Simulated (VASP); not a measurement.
# Ga3As2N (P-3m1) in VASP: a series of runs

Runs on Ga3As2N. Level: PBE. Tasks: single point.

Everything below comes from runs of VASP 6.6.1. Logs are shortened: lines on timing, memory, paths and dates and some standing lists are left out, and cuts for length are marked.

## 1. The cell of the first run

It takes space group P-3m1 (No. 164, trigonal). Conventional cell: a = 3.402 Å, b = 3.402 Å, c = 9.693 Å, α = 90.00°, β = 90.00°, γ = 120.00°. Ga (site symmetry 3m) has 3 N at 2.29 Å and 3 As at 2.76 Å and 3 Ga at 3.06 Å within 3.1 Å. Ga (site symmetry -3m) has 6 As at 2.62 Å and 6 Ga at 3.40 Å within 3.5 Å. Within 3.5 Å of As (site symmetry 3m) lie 6 Ga at 2.62 to 2.76 Å and 6 As at 3.40 Å. Within 3.0 Å of N (site symmetry -3m) lie 6 Ga at 2.29 Å.

## 2. Single point, PBE

INCAR reads:

```
  ALGO = Normal
  EDIFF = 1E-6
  ENCUT = 520
  GGA = PE
  ISIF = 2
  ISMEAR = 0
  LASPH = True
  LCHARG = False
  LREAL = False
  LWAVE = False
  NBANDS = 36
  NELM = 100
  PREC = Accurate
  SIGMA = 0.1
```

KPOINTS reads:

```
k-points
0
Gamma
  6 6 2
```

POSCAR reads:

```
Ga3As2N
1.0
    3.4016438612      0.0000000000      0.0000000000
   -1.7008219306      2.9459099984      0.0000000000
    0.0000000000      0.0000000000      9.6932438414
Ga As N
3 2 1
Direct
    0.3333333333      0.6666666667      0.6211392942
    0.6666666667      0.3333333333      0.3788607058
    0.0000000000      0.0000000000      0.0000000000
    0.6666666667      0.3333333333      0.8214652279
    0.3333333333      0.6666666667      0.1785347721
    0.0000000000      0.0000000000      0.5000000000
```

Potentials or basis: VASP PAW PBE potentials, release 64 (Ga_d, As, N).

Started as:

```sh
cat potpaw_PBE.64/Ga_d/POTCAR potpaw_PBE.64/As/POTCAR potpaw_PBE.64/N/POTCAR > POTCAR
mpirun -np 1 vasp_std > vasp.out
```

OUTCAR:

```text
EDIFF = 1E-6
   ENCUT = 520
   GGA = PE
   ISIF = 2
   ISMEAR = 0
   LASPH = True
   LREAL = False
   NELM = 100
   PREC = Accurate

 ion  position               nearest neighbor table
   1  0.333  0.667  0.621-   6 2.29   6 2.29   6 2.29   4 2.76   4 2.76   4 2.76
   2  0.667  0.333  0.379-   6 2.29   6 2.29   6 2.29   5 2.76   5 2.76   5 2.76
   3  0.000  0.000  0.000-   4 2.62   5 2.62   5 2.62   4 2.62   4 2.62   5 2.62
   4  0.667  0.333  0.821-   3 2.62   3 2.62   3 2.62   1 2.76   1 2.76   1 2.76
   5  0.333  0.667  0.179-   3 2.62   3 2.62   3 2.62   2 2.76   2 2.76   2 2.76
   6  0.000  0.000  0.500-   1 2.29   2 2.29   1 2.29   2 2.29   2 2.29   1 2.29

  LATTYP: Found a hexagonal cell.
 ALAT       =     3.4016438612
 C/A-ratio  =     2.8495763334

  Lattice vectors:

 A1 = (   3.4016438612,   0.0000000000,   0.0000000000)
 A2 = (  -1.7008219306,   2.9459099984,   0.0000000000)
 A3 = (   0.0000000000,   0.0000000000,   9.6932438414)

Analysis of symmetry for initial positions (statically):
=====================================================================
 Subroutine PRICEL returns:
 Original cell was already a primitive cell.

 Routine SETGRP: Setting up the symmetry group for a
 hexagonal supercell.

 Subroutine GETGRP returns: Found 12 space group operations
 (whereof 12 operations were pure point group operations)
 out of a pool of 24 trial point group operations.

The static configuration has the point symmetry D_3d.

Analysis of symmetry for dynamics (positions and initial velocities):
=====================================================================
 Subroutine PRICEL returns:
 Original cell was already a primitive cell.

 Routine SETGRP: Setting up the symmetry group for a
 hexagonal supercell.

 Subroutine GETGRP returns: Found 12 space group operations
 (whereof 12 operations were pure point group operations)
 out of a pool of 24 trial point group operations.

The dynamic configuration has the point symmetry D_3d.

 Subroutine INISYM returns: Found 12 space group operations
 (whereof 12 operations are pure point group operations),
 and found     1 'primitive' translations

[... 89 lines left out ...]
   ENCUT  =  520.0 eV  38.22 Ry    6.18 a.u.   6.32  6.32 18.02*2*pi/ulx,y,z
   NELM   =    100;   NELMIN=  2; NELMDL= -5     # of ELM steps
   EDIFF  = 0.1E-05   stopping-criterion for ELM
   LREAL  =      F    real-space projection
   EDIFFG = 0.1E-04   stopping-criterion for IOM
   NSW    =      0    number of steps for IOM
   IBRION =     -1    ionic relax: 0-MD 1-quasi-New 2-CG
   NFREE  =      0    steps in history (QN), initial steepest desc. (CG)
   ISIF   =      2    stress and relaxation
   ISYM   =      2    0-nonsym 1-usesym 2-fastsym
   POTIM  = 0.5000    time-step for ionic-motion
   TEBEG  =    0.0;   TEEND  =   0.0 temperature during run
   PSTRESS=    0.0 pullay stress
   NELECT =      54.0000    total number of electrons
   NUPDOWN=      -1.0000    fix difference up-down
   EMIN   =  10.00;   EMAX   =-10.00  energy-range for DOS
   EFERMI =   0.00;   METHOD = LEGACY
   ISMEAR =     0;   SIGMA  =   0.10  broadening in eV -4-tet -1-fermi 0-gaus
   EFERMI_NEDOS =   21; number of points for ismear=-14 and -15
   IALGO  =     38    algorithm
   IMIX   =      4    mixing-type and parameters
     AMIX     =   0.40;   BMIX     =  1.00
     AMIX_MAG =   1.60;   BMIX_MAG =  1.00
  volume/ion in A,a.u.               =      16.19       109.25
  Fermi-wavevector in a.u.,A,eV,Ry     =   1.346109  2.543777 24.653889  1.812010
  Thomas-Fermi vector in A             =   2.473968
   LORBIT       =      0    0 simple, 1 ext, 2 COOP (PROOUT), +10 PAW based schemes
   GGA     = PE    functional components
   LHFCALC =     F    Hartree Fock is set to
   AEXX    =    0.0000 exact exchange contribution
   IVDW    =     0    specifies the selected vdW correction
   LEPSILON=     F    determine dielectric tensor
   LRPA    =     F    only Hartree local field effects (RPA)
 non-spin polarized calculation
 Gauss-broadening in eV      SIGMA  =   0.10
  energy-cutoff  :      520.00
  volume of cell :       97.14
 maximum number of plane-waves:      2652
 NGX is ok and might be reduce to    28
   NGX = 13   NGY = 13   NGZ = 37

 number of electron      53.9999989 magnetization

 Free energy of the ion-electron system (eV)
  ---------------------------------------------------
  ext. energy  EPLUGINS =         0.00000000
  ---------------------------------------------------
  free energy    TOTEN  =       -25.35921238 eV

  energy without entropy =      -25.35190958  energy(sigma->0) =      -25.35556098

 E-fermi :   6.1368     XC(G=0): -11.1646

 val. band max:        6.1144728438   @ k =   0.3333   0.3333   0.0000
 cond. band min:       6.3542350480   @ k =   0.5000   0.0000   0.0000
 fundamental gap:      0.2397622042
 Fermi energy:         6.1368423595

 k-point     1 :       0.0000    0.0000    0.0000
  band No.  band energies     occupation
      1      -9.4206      2.00000
      2      -8.8542      2.00000
      3      -8.8542      2.00000
      4      -8.8462      2.00000
      5      -8.8136      2.00000
      6      -8.8136      2.00000
[... 535 lines left out ...]
     35      12.0609      0.00000
     36      14.1077      0.00000

------------------------ aborting loop because EDIFF is reached ----------------------------------------

  FORCE on cell =-STRESS in cart. coord.  units (eV):
  Direction    XX          YY          ZZ          XY          YZ          ZX
  --------------------------------------------------------------------------------------
  -------------------------------------------------------------------------------------
  Total        0.0745629      0.0745629      0.1857981     -0.0000000     -0.0000000      0.0000000
  in kB        1.2298605      1.2298605      3.0646047     -0.0000000     -0.0000000      0.0000000
  external PRESSURE =       1.8414419 kB  Pullay stress =       0.0000000 kB

 VOLUME and BASIS-vectors are now :
 -----------------------------------------------------------------------------
  energy-cutoff  :      520.00
  volume of cell :       97.14
      direct lattice vectors                 reciprocal lattice vectors
     3.401643861  0.000000000  0.000000000     0.293975513  0.169726842  0.000000000
    -1.700821931  2.945909998  0.000000000     0.000000000  0.339453683  0.000000000
     0.000000000  0.000000000  9.693243841     0.000000000  0.000000000  0.103164639

 POSITION                                       TOTAL-FORCE (eV/Angst)
 -----------------------------------------------------------------------------------
     -0.00000      1.96394      6.02085        -0.000000      0.000000      0.012128
      1.70082      0.98197      3.67239         0.000000     -0.000000     -0.012128
      0.00000      0.00000      0.00000         0.000000      0.000000      0.000000
      1.70082      0.98197      7.96266         0.000000     -0.000000     -0.010036
     -0.00000      1.96394      1.73058        -0.000000      0.000000      0.010036
      0.00000      0.00000      4.84662         0.000000      0.000000      0.000000
 -----------------------------------------------------------------------------------
    total drift:                                0.000000      0.000000      0.000000

  FREE ENERGIE OF THE ION-ELECTRON SYSTEM (eV)
  ---------------------------------------------------
  free  energy   TOTEN  =       -25.3592123767 eV

  energy  without entropy=      -25.3519095766  energy(sigma->0) =      -25.35556098
```

OSZICAR:

```text
N       E                     dE             d eps       ncg     rms          rms(c)
DAV:   1     0.438895758775E+03    0.43890E+03   -0.25442E+04  1092   0.243E+03
DAV:   2     0.395579034549E+02   -0.39934E+03   -0.38480E+03  1064   0.541E+02
DAV:   3    -0.234689450213E+02   -0.63027E+02   -0.61117E+02  1208   0.157E+02
DAV:   4    -0.270823729412E+02   -0.36134E+01   -0.35700E+01  1292   0.373E+01
DAV:   5    -0.271727748697E+02   -0.90402E-01   -0.90238E-01  1208   0.601E+00    0.806E+00
DAV:   6    -0.256135956783E+02    0.15592E+01   -0.79227E+00  1776   0.237E+01    0.436E+00
DAV:   7    -0.253660976098E+02    0.24750E+00   -0.21454E+00  1308   0.825E+00    0.236E+00
DAV:   8    -0.253651602906E+02    0.93732E-03   -0.34383E-01  1224   0.364E+00    0.103E+00
DAV:   9    -0.253586090023E+02    0.65513E-02   -0.24147E-02  1292   0.189E+00    0.171E-01
DAV:  10    -0.253590847224E+02   -0.47572E-03   -0.47997E-03  1216   0.528E-01    0.124E-01
DAV:  11    -0.253592109384E+02   -0.12622E-03   -0.50024E-04  1312   0.180E-01    0.227E-02
DAV:  12    -0.253592123162E+02   -0.13778E-05   -0.73565E-05  1324   0.811E-02    0.103E-02
DAV:  13    -0.253592127481E+02   -0.43192E-06   -0.14902E-05  1192   0.411E-02    0.393E-03
DAV:  14    -0.253592123767E+02    0.37140E-06   -0.11558E-06   772   0.196E-02
   1 F= -.25359212E+02 E0= -.25355561E+02  d E =-.730280E-02
```

stdout:

```text
POSCAR found type information on POSCAR GaAsN
 POSCAR found :  3 types and       6 ions
 scaLAPACK will be used
 LDA part: xc-table for (Slater+PW92), standard interpolation
 POSCAR, INCAR and KPOINTS ok, starting setup
 FFT: planning ... GRIDC
 FFT: planning ... GRID_SOFT
 FFT: planning ... GRID
 WAVECAR not read
 entering main loop
```

It took 83 s on 1 thread of Intel Xeon 8259CL, shared host; peak memory 0.24 GiB.

What came out:

* Free energy: -25.3592 eV
* Pressure: 0.2 GPa
* Largest force: 0.012 eV/Å
* Band gap on the k mesh: zero (bands 27 and 28 overlap by 2.54 eV)

Forces on the atoms (eV/Å):
```
Ga   0.000  0.000  0.012
Ga   0.000  0.000 -0.012
Ga   0.000  0.000  0.000
As   0.000  0.000 -0.010
As   0.000  0.000  0.010
N    0.000  0.000  0.000
```

## 3. Single point, PBE

This run uses another cell than the first one, of 18.95 Å³/atom.

INCAR reads:

```
SYSTEM = Ga3As2N
  ALGO = Normal
  EDIFF = 1E-6
  ENCUT = 520
  GGA = PE
  ISIF = 2
  ISMEAR = 0
  LASPH = .TRUE.
  LCHARG = .FALSE.
  LREAL = .FALSE.
  LWAVE = .FALSE.
  NBANDS = 36
  NELM = 80
  PREC = Accurate
  SIGMA = 0.1
```

KPOINTS reads:

```
k-points
0
G
  6 6 2
  0 0 0
```

POSCAR reads:

```
Ga3As2N
1.0
    3.7700788400      0.0000000000      0.0000000000
   -1.8850394200      3.2649840500      0.0000000000
    0.0000000000      0.0000000000      9.2347694400
Ga As N
3 2 1
Direct
    0.3333333300      0.6666666700      0.6666666700
    0.6666666700      0.3333333300      0.3333333300
    0.0000000000      0.0000000000      0.0000000000
    0.6666666700      0.3333333300      0.8333333300
    0.3333333300      0.6666666700      0.1666666700
    0.0000000000      0.0000000000      0.5000000000
```

Potentials or basis: VASP PAW PBE potentials, release 64 (Ga_d, As, N).

Started as:

```sh
cat potpaw_PBE.64/Ga_d/POTCAR potpaw_PBE.64/As/POTCAR potpaw_PBE.64/N/POTCAR > POTCAR
mpirun -np 1 vasp_std > vasp.out
```

Run time: 91 s. Hardware: 1 thread of Intel Xeon 8259CL, shared host; peak memory 0.24 GiB.

The run converged. Its results:

```yaml
Free_energy: -23.6304 eV
Pressure: -7.1 GPa
Largest_force: 2.055 eV/Å
Band_gap_on_the_k_mesh: zero (bands 27 and 28 overlap by 0.97 eV)
```

Forces in eV/Å, atoms in the order of the input:
```
Ga   0.000  0.000 -2.055
Ga   0.000  0.000  2.055
Ga   0.000  0.000  0.000
As   0.000  0.000 -0.219
As   0.000  0.000  0.219
N    0.000  0.000  0.000
```

Stress tensor (GPa, compression positive):
```
-7.49  0.00  0.00
 0.00 -7.49  0.00
 0.00  0.00 -6.31
```

Levels at points of the mesh, in eV from the Fermi level:
| k point | band 23 | band 24 | band 25 | band 26 | band 27 | band 28 | band 29 | band 30 | band 31 | band 32 |
| --- | --- | --- | --- | --- | --- | --- | --- | --- | --- | --- |
| (0.00, 0.00, 0.00) | -0.26 | -0.11 | 0.08 | 0.08 | 0.17 | 0.17 | 2.61 | 2.63 | 3.80 | 3.80 |
| (0.50, 0.00, 0.00) | -2.28 | -2.04 | -1.72 | -1.29 | -0.78 | -0.69 | 0.85 | 1.68 | 3.96 | 4.30 |
| (0.00, 0.00, 0.50) | -0.26 | 0.06 | 0.06 | 0.20 | 0.20 | 1.39 | 1.53 | 2.80 | 3.57 | 3.57 |
| (0.50, 0.00, 0.50) | -3.13 | -2.13 | -1.46 | -0.80 | -0.61 | 0.00 | 0.03 | 2.57 | 3.49 | 3.73 |

Caveat: the cell stands under tension; forces of over 1 eV/Å act on the atoms, so gaps and moduli don't describe the material at rest.

The gap in the log of VASP goes by the Fermi energy; the results here count the filled bands.